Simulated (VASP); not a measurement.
# Li2MgSiTe4 (I-4) in VASP: further runs, part 2 of 2

VASP 6.6.1. Earlier steps stand in the parts before.

## 4. Single point, PBE

This run uses another cell than the first one, of 30.88 Å³/atom.

Contents of INCAR:

```
PREC = Accurate
ENCUT = 520
EDIFF = 1E-6
ISMEAR = 0
SIGMA = 0.01
LREAL = False
LASPH = True
NELM = 80
ALGO = Normal
ISIF = 2
LWAVE = False
LCHARG = False
GGA = PE
NBANDS = 28
```

Contents of KPOINTS:

```
Automatic mesh
0
Gamma
  6 6 6
```

Contents of POSCAR:

```
Li2MgSiTe4
1.0
   -3.2159699195      3.2159699195      5.9721493890
    3.2159699195     -3.2159699195      5.9721493890
    3.2159699195      3.2159699195     -5.9721493890
Li Mg Si Te
2 1 1 4
Direct
    0.0000000000      0.0000000000      0.0000000000
    0.7500000000      0.2500000000      0.5000000000
    0.2500000000      0.7500000000      0.5000000000
    0.5000000000      0.5000000000      0.0000000000
    0.1477977590      0.6045858564      0.9924590126
    0.3954141436      0.3878731562      0.5432119026
    0.6121268438      0.1553387465      0.0075409874
    0.8446612535      0.8522022410      0.4567880974
```

Potentials or basis: VASP PAW PBE potentials, release 64 (Li_sv, Mg, Si, Te).

On the command line:

```console
cat potpaw_PBE.64/Li_sv/POTCAR potpaw_PBE.64/Mg/POTCAR potpaw_PBE.64/Si/POTCAR potpaw_PBE.64/Te/POTCAR > POTCAR
mpirun -np 1 vasp_std > vasp.out
```

OUTCAR:

```text
PREC = Accurate
   ENCUT = 520
   EDIFF = 1E-6
   ISMEAR = 0
   LREAL = False
   LASPH = True
   NELM = 80
   ISIF = 2
   GGA = PE

 ion  position               nearest neighbor table
   1  0.000  0.000  0.000-   8 2.86   5 2.86   6 2.86   7 2.86
   2  0.750  0.250  0.500-   8 2.73   6 2.73   5 2.73   7 2.73
   3  0.250  0.750  0.500-   6 2.79   5 2.79   7 2.79   8 2.79
   4  0.500  0.500  0.000-   7 2.52   8 2.52   5 2.52   6 2.52
   5  0.148  0.605  0.992-   4 2.52   2 2.73   3 2.79   1 2.86
   6  0.395  0.388  0.543-   4 2.52   2 2.73   3 2.79   1 2.86
   7  0.612  0.155  0.008-   4 2.52   2 2.73   3 2.79   1 2.86
   8  0.845  0.852  0.457-   4 2.52   2 2.73   3 2.79   1 2.86

  LATTYP: Found a body centered tetragonal cell.
 ALAT       =     6.4319398390
 C/A-ratio  =     1.8570289954

  Lattice vectors:

 A1 = (  -3.2159699195,   3.2159699195,   5.9721493890)
 A2 = (   3.2159699195,  -3.2159699195,   5.9721493890)
 A3 = (   3.2159699195,   3.2159699195,  -5.9721493890)

Analysis of symmetry for initial positions (statically):
=====================================================================
 Subroutine PRICEL returns:
 Original cell was already a primitive cell.

 Routine SETGRP: Setting up the symmetry group for a
 body centered tetragonal supercell.

 Subroutine GETGRP returns: Found  4 space group operations
 (whereof  4 operations were pure point group operations)
 out of a pool of 16 trial point group operations.

The static configuration has the point symmetry S_4 .

Analysis of symmetry for dynamics (positions and initial velocities):
=====================================================================
 Subroutine PRICEL returns:
 Original cell was already a primitive cell.

 Routine SETGRP: Setting up the symmetry group for a
 body centered tetragonal supercell.

 Subroutine GETGRP returns: Found  4 space group operations
 (whereof  4 operations were pure point group operations)
 out of a pool of 16 trial point group operations.

The dynamic configuration has the point symmetry S_4 .

 Subroutine INISYM returns: Found  4 space group operations
 (whereof  4 operations are pure point group operations),
 and found     1 'primitive' translations

----------------------------------------------------------------------------------------

                                     Primitive cell

  volume of cell :     247.0669

  direct lattice vectors                    reciprocal lattice vectors
    -3.215969919  3.215969919  5.972149389     0.000000000  0.155474091  0.083721951
     3.215969919 -3.215969919  5.972149389     0.155474091  0.000000000  0.083721951
     3.215969919  3.215969919 -5.972149389     0.155474091  0.155474091  0.000000000

  length of vectors
     7.506763175  7.506763175  7.506763175     0.176583006  0.176583006  0.219873568

  position of ions in fractional coordinates (direct lattice)
     0.000000000  0.000000000  0.000000000
     0.750000000  0.250000000  0.500000000
     0.250000000  0.750000000  0.500000000
     0.500000000  0.500000000  0.000000000
     0.147797759  0.604585856  0.992459013
     0.395414144  0.387873156  0.543211903
[... 44 lines left out ...]
  0.333333  0.000000  0.000000      8.000000
  0.500000  0.000000  0.000000      4.000000
  0.166667  0.166667  0.000000      8.000000
  0.333333  0.166667  0.000000      8.000000
[... 16 lines left out ...]
  0.333333 -0.333333  0.166667      4.000000
 -0.166667  0.333333  0.166667      8.000000
 [... further k-points ...]
   k-points           NKPTS =     36   k-points in BZ     NKDIM =     36   number of bands    NBANDS=     28
   number of dos      NEDOS =    301   number of ions     NIONS =      8
   total plane-waves  NPLWV = 175616
   dimension x,y,z NGX =    56 NGY =   56 NGZ =   56
   dimension x,y,z NGXF=   112 NGYF=  112 NGZF=  112
   ions per type =               2   1   1   4
   NGX,Y,Z   is equivalent  to a cutoff of  12.40, 12.40, 12.40 a.u.
   NGXF,Y,Z  is equivalent  to a cutoff of  24.80, 24.80, 24.80 a.u.
 SYSTEM =  unknown system
   PREC   = accura    normal or accurate (medium, high low for compatibility)
   ISTART =      0    job   : 0-new  1-cont  2-samecut
   ICHARG =      2    charge: 1-file 2-atom 10-const
   ISPIN  =      1    spin polarized calculation?
   LNONCOLLINEAR =      F non collinear calculations
   LSORBIT =      F    spin-orbit coupling
   LASPH  =      T    aspherical Exc in radial PAW
   ENCUT  =  520.0 eV  38.22 Ry    6.18 a.u.  13.96 13.96 13.96*2*pi/ulx,y,z
   NELM   =     80;   NELMIN=  2; NELMDL= -5     # of ELM steps
   EDIFF  = 0.1E-05   stopping-criterion for ELM
   LREAL  =      F    real-space projection
   EDIFFG = 0.1E-04   stopping-criterion for IOM
   NSW    =      0    number of steps for IOM
   IBRION =     -1    ionic relax: 0-MD 1-quasi-New 2-CG
   NFREE  =      0    steps in history (QN), initial steepest desc. (CG)
   ISIF   =      2    stress and relaxation
   ISYM   =      2    0-nonsym 1-usesym 2-fastsym
   POTIM  = 0.5000    time-step for ionic-motion
   TEBEG  =    0.0;   TEEND  =   0.0 temperature during run
   PSTRESS=    0.0 pullay stress
   NELECT =      36.0000    total number of electrons
   NUPDOWN=      -1.0000    fix difference up-down
   EMIN   =  10.00;   EMAX   =-10.00  energy-range for DOS
   EFERMI =   0.00;   METHOD = LEGACY
   ISMEAR =     0;   SIGMA  =   0.01  broadening in eV -4-tet -1-fermi 0-gaus
   EFERMI_NEDOS =   21; number of points for ismear=-14 and -15
   IALGO  =     38    algorithm
   IMIX   =      4    mixing-type and parameters
     AMIX     =   0.40;   BMIX     =  1.00
     AMIX_MAG =   1.60;   BMIX_MAG =  1.00
  volume/ion in A,a.u.               =      30.88       208.41
  Fermi-wavevector in a.u.,A,eV,Ry     =   0.861465  1.627932 10.097174  0.742121
  Thomas-Fermi vector in A             =   1.979122
   LORBIT       =      0    0 simple, 1 ext, 2 COOP (PROOUT), +10 PAW based schemes
   GGA     = PE    functional components
   LHFCALC =     F    Hartree Fock is set to
   AEXX    =    0.0000 exact exchange contribution
   IVDW    =     0    specifies the selected vdW correction
   LEPSILON=     F    determine dielectric tensor
   LRPA    =     F    only Hartree local field effects (RPA)
 non-spin polarized calculation
 Gauss-broadening in eV      SIGMA  =   0.01
  energy-cutoff  :      520.00
  volume of cell :      247.07
 maximum number of plane-waves:      6672
   NGX = 27   NGY = 27   NGZ = 27

 number of electron      36.0000004 magnetization

 Free energy of the ion-electron system (eV)
  ---------------------------------------------------
  ext. energy  EPLUGINS =         0.00000000
  ---------------------------------------------------
  free energy    TOTEN  =       -28.34056905 eV

  energy without entropy =      -28.34056905  energy(sigma->0) =      -28.34056905

 E-fermi :   2.4993     XC(G=0):  -7.9220

 val. band max:        2.4234103639   @ k =   0.0000   0.0000   0.0000
 cond. band min:       4.2432974777   @ k =   0.5000   0.5000   0.0000
 fundamental gap:      1.8198871138
 Fermi energy:         2.4993152027

 k-point     1 :       0.0000    0.0000    0.0000
  band No.  band energies     occupation
      1     -43.1040      2.00000
      2     -42.6379      2.00000
      3      -8.8886      2.00000
      4      -7.3831      2.00000
      5      -7.3831      2.00000
      6      -7.3057      2.00000
[... 733 lines left out ...]
     27       8.3785      0.00000
     28       8.6034      0.00000

 [... further k-points ...]

------------------------ aborting loop because EDIFF is reached ----------------------------------------

  FORCE on cell =-STRESS in cart. coord.  units (eV):
  Direction    XX          YY          ZZ          XY          YZ          ZX
  --------------------------------------------------------------------------------------
  -------------------------------------------------------------------------------------
  Total        1.0574208      1.0574208      0.9559566      0.0000002      0.0000000      0.0000000
  in kB        6.8571527      6.8571527      6.1991787      0.0000015      0.0000000      0.0000000
  external PRESSURE =       6.6378280 kB  Pullay stress =       0.0000000 kB

 VOLUME and BASIS-vectors are now :
 -----------------------------------------------------------------------------
  energy-cutoff  :      520.00
  volume of cell :      247.07
      direct lattice vectors                 reciprocal lattice vectors
    -3.215969919  3.215969919  5.972149389     0.000000000  0.155474091  0.083721951
     3.215969919 -3.215969919  5.972149389     0.155474091  0.000000000  0.083721951
     3.215969919  3.215969919 -5.972149389     0.155474091  0.155474091  0.000000000

 POSITION                                       TOTAL-FORCE (eV/Angst)
 -----------------------------------------------------------------------------------
      0.00000      0.00000      0.00000         0.000000      0.000000      0.000000
      0.00000      3.21597      2.98607         0.000000      0.000000      0.000000
      3.21597      0.00000      2.98607         0.000000      0.000000      0.000000
      0.00000      0.00000      5.97215         0.000000      0.000000      0.000000
      4.66074      1.72270     -1.43377         0.064560     -0.140574     -0.060014
      1.72270      1.77120      1.43377        -0.140574     -0.064560      0.060014
     -1.44477      1.49327      4.53838        -0.064560      0.140574     -0.060014
      1.49327      1.44477      7.40592         0.140574      0.064560      0.060014
 -----------------------------------------------------------------------------------
    total drift:                               -0.000002     -0.000002     -0.000002

  FREE ENERGIE OF THE ION-ELECTRON SYSTEM (eV)
  ---------------------------------------------------
  free  energy   TOTEN  =       -28.3405690511 eV

  energy  without entropy=      -28.3405690511  energy(sigma->0) =      -28.34056905
```

Wall time 7 min (1 thread of Oxide Virtual Turin-like, shared host); peak memory 0.55 GiB.

What came out:

- Free energy: -28.3406 eV
- Largest force: 0.166 eV/Å
- Band gap on the k mesh: 1.82 eV (least direct gap 1.87 eV)

Forces on the atoms (eV/Å):
```
Li   0.000  0.000  0.000
Li   0.000  0.000  0.000
Mg   0.000  0.000  0.000
Si   0.000  0.000  0.000
Te   0.065 -0.141 -0.060
Te  -0.141 -0.065  0.060
Te  -0.065  0.141 -0.060
Te   0.141  0.065  0.060
```

Caveat: the cutoff is under 1.25 times the usual one of these potentials, so pressure, stress and relaxed cells hold a basis-set (Pulay) error; spin-orbit coupling is left out, which moves the levels of the heavy elements. A k mesh can miss the band edges.

## 5. Single point, PBE

This run uses another cell than the first one, of 31.29 Å³/atom.

Contents of INCAR:

```
  PREC = Accurate
  ENCUT = 520
  EDIFF = 1E-6
  ISMEAR = 0
  SIGMA = 0.01
  LREAL = F
  LASPH = T
  NELM = 60
  ALGO = Normal
  ISIF = 2
  LWAVE = F
  LCHARG = T
  GGA = PE
  LELF = T
  LVHAR = T
  NBANDS = 28
```

KPOINTS is that of step 4.

Contents of POSCAR:

```
Li2MgSiTe4
1.0
   -3.2242272897      3.2242272897      6.0193684810
    3.2242272897     -3.2242272897      6.0193684810
    3.2242272897      3.2242272897     -6.0193684810
Li Mg Si Te
2 1 1 4
Direct
    0.0000000000      0.0000000000      0.0000000000
    0.7500000000      0.2500000000      0.5000000000
    0.2500000000      0.7500000000      0.5000000000
    0.5000000000      0.5000000000      0.0000000000
    0.1458469660      0.6050877122      0.9908999267
    0.3949122878      0.3858122145      0.5407592538
    0.6141877855      0.1549470393      0.0091000733
    0.8450529607      0.8541530340      0.4592407462
```

Potentials or basis: VASP PAW PBE potentials, release 64 (Li_sv, Mg, Si, Te).

On the command line:

```console
cat potpaw_PBE.64/Li_sv/POTCAR potpaw_PBE.64/Mg/POTCAR potpaw_PBE.64/Si/POTCAR potpaw_PBE.64/Te/POTCAR > POTCAR
mpirun -np 1 vasp_std > vasp.out
```

OUTCAR:

```text
PREC = Accurate
   ENCUT = 520
   EDIFF = 1E-6
   ISMEAR = 0
   LREAL = F
   LASPH = T
   NELM = 60
   ISIF = 2
   GGA = PE

 ion  position               nearest neighbor table
   1  0.000  0.000  0.000-   6 2.86   5 2.86   7 2.86   8 2.86
   2  0.750  0.250  0.500-   6 2.74   7 2.74   8 2.74   5 2.74
   3  0.250  0.750  0.500-   7 2.81   6 2.81   8 2.81   5 2.81
   4  0.500  0.500  0.000-   5 2.54   6 2.54   7 2.54   8 2.54
   5  0.146  0.605  0.991-   4 2.54   2 2.74   3 2.81   1 2.86
   6  0.395  0.386  0.541-   4 2.54   2 2.74   3 2.81   1 2.86
   7  0.614  0.155  0.009-   4 2.54   2 2.74   3 2.81   1 2.86
[... 957 lines left out ...]
  Total        0.1036997      0.1036997      0.0364439      0.0000002      0.0000000      0.0000000
  in kB        0.6637826      0.6637826      0.2332778      0.0000013      0.0000000      0.0000000
  external PRESSURE =       0.5202810 kB  Pullay stress =       0.0000000 kB

 VOLUME and BASIS-vectors are now :
 -----------------------------------------------------------------------------
  energy-cutoff  :      520.00
  volume of cell :      250.30
      direct lattice vectors                 reciprocal lattice vectors
    -3.224227290  3.224227290  6.019368481     0.000000000  0.155075916  0.083065192
     3.224227290 -3.224227290  6.019368481     0.155075916  0.000000000  0.083065192
     3.224227290  3.224227290 -6.019368481     0.155075916  0.155075916  0.000000000

 POSITION                                       TOTAL-FORCE (eV/Angst)
 -----------------------------------------------------------------------------------
      0.00000      0.00000      0.00000         0.000000     -0.000000     -0.000000
      0.00000      3.22423      3.00968         0.000000     -0.000000      0.000000
      3.22423      0.00000      3.00968         0.000000      0.000000      0.000000
      0.00000      0.00000      6.01937        -0.000000      0.000000      0.000000
      4.67558      1.71419     -1.44444         0.008018     -0.006512     -0.007372
      1.71419      1.77287      1.44444        -0.006512     -0.008018      0.007372
     -1.45136      1.51004      4.57493        -0.008018      0.006512     -0.007372
      1.51004      1.45136      7.46381         0.006512      0.008018      0.007372
 -----------------------------------------------------------------------------------
    total drift:                               -0.000001     -0.000002     -0.000002

  FREE ENERGIE OF THE ION-ELECTRON SYSTEM (eV)
  ---------------------------------------------------
  free  energy   TOTEN  =       -28.3517992444 eV

  energy  without entropy=      -28.3517992444  energy(sigma->0) =      -28.35179924
```

OSZICAR:

```text
N       E                     dE             d eps       ncg     rms          rms(c)
DAV:   1     0.167859765773E+03    0.16786E+03   -0.12388E+04  2016   0.108E+03
DAV:   2    -0.103462477304E+02   -0.17821E+03   -0.17117E+03  2560   0.193E+02
DAV:   3    -0.273401450148E+02   -0.16994E+02   -0.16915E+02  3152   0.534E+01
DAV:   4    -0.287602829254E+02   -0.14201E+01   -0.14110E+01  3520   0.148E+01
DAV:   5    -0.288752872382E+02   -0.11500E+00   -0.11499E+00  3024   0.294E+00    0.774E+00
DAV:   6    -0.284254547058E+02    0.44983E+00   -0.54815E-01  2412   0.295E+00    0.565E+00
DAV:   7    -0.283434716679E+02    0.81983E-01   -0.52172E-01  2576   0.260E+00    0.150E+00
DAV:   8    -0.283473086511E+02   -0.38370E-02   -0.44133E-02  2456   0.903E-01    0.759E-01
DAV:   9    -0.283505644235E+02   -0.32558E-02   -0.69094E-03  2528   0.352E-01    0.180E-01
DAV:  10    -0.283513276501E+02   -0.76323E-03   -0.11682E-03  2616   0.140E-01    0.904E-02
DAV:  11    -0.283517091448E+02   -0.38149E-03   -0.33320E-04  2368   0.771E-02    0.321E-02
DAV:  12    -0.283517933980E+02   -0.84253E-04   -0.90492E-05  2468   0.388E-02    0.244E-02
DAV:  13    -0.283517989821E+02   -0.55840E-05   -0.89703E-06  2476   0.124E-02    0.480E-03
DAV:  14    -0.283517992444E+02   -0.26234E-06   -0.16458E-06  2352   0.522E-03
   1 F= -.28351799E+02 E0= -.28351799E+02  d E =0.000000E+00
```

stdout:

```text
POSCAR found type information on POSCAR LiMgSiTe
 POSCAR found :  4 types and       8 ions
 scaLAPACK will be used
 LDA part: xc-table for (Slater+PW92), standard interpolation
 POSCAR, INCAR and KPOINTS ok, starting setup
 FFT: planning ... GRIDC
 FFT: planning ... GRID_SOFT
 FFT: planning ... GRID
 WAVECAR not read
 entering main loop
```

Wall time 9.2 min (1 thread of Oxide Virtual Turin-like, shared host); peak memory 0.57 GiB.

Results:

| Quantity | Value |
| --- | --- |
| Free energy | -28.3518 eV |
| Largest force | 0.013 eV/Å |
| Band gap on the k mesh | 1.74 eV (least direct gap 1.80 eV) |

Forces on the atoms (eV/Å):
```
Li   0.000  0.000  0.000
Li   0.000  0.000  0.000
Mg   0.000  0.000  0.000
Si   0.000  0.000  0.000
Te   0.008 -0.007 -0.007
Te  -0.007 -0.008  0.007
Te  -0.008  0.007 -0.007
Te   0.007  0.008  0.007
```

Caveat: the cutoff is under 1.25 times the usual one of these potentials, so pressure, stress and relaxed cells hold a basis-set (Pulay) error; spin-orbit coupling is left out, which moves the levels of the heavy elements. A k mesh can miss the band edges.

## 6. Summary

| cell | gap on the mesh (eV) | largest force (eV/Å) |
| --- | --- | --- |
| a = 7.397 Å, angles 129.4, 129.4, 74.3°, 8 atoms, atomic positions A | 1.88 | 0.35 |
| a = 7.475 Å, angles 129.4, 129.4, 74.3°, 8 atoms, atomic positions A | 1.82 | 0.17 |
| a = 7.507 Å, angles 129.3, 129.3, 74.6°, 8 atoms, atomic positions B | 1.82 | 0.17 |
| a = 7.551 Å, angles 129.4, 129.4, 74.3°, 8 atoms, atomic positions A | 1.74 | 0.01 |

Alike in all rows: task single point; level PBE; potentials or basis VASP PAW PBE potentials, release 64 (Li_sv, Mg, Si, Te); no spin polarisation; k mesh 6 × 6 × 6; cutoff (eV) 520; smearing gaussian 0.01 eV.

Caveats: the cutoff is under 1.25 times the usual one of these potentials, so pressure, stress and relaxed cells hold a basis-set (Pulay) error; spin-orbit coupling is left out, which moves the levels of the heavy elements.

Absolute energies hang on the potentials; compare differences alone.
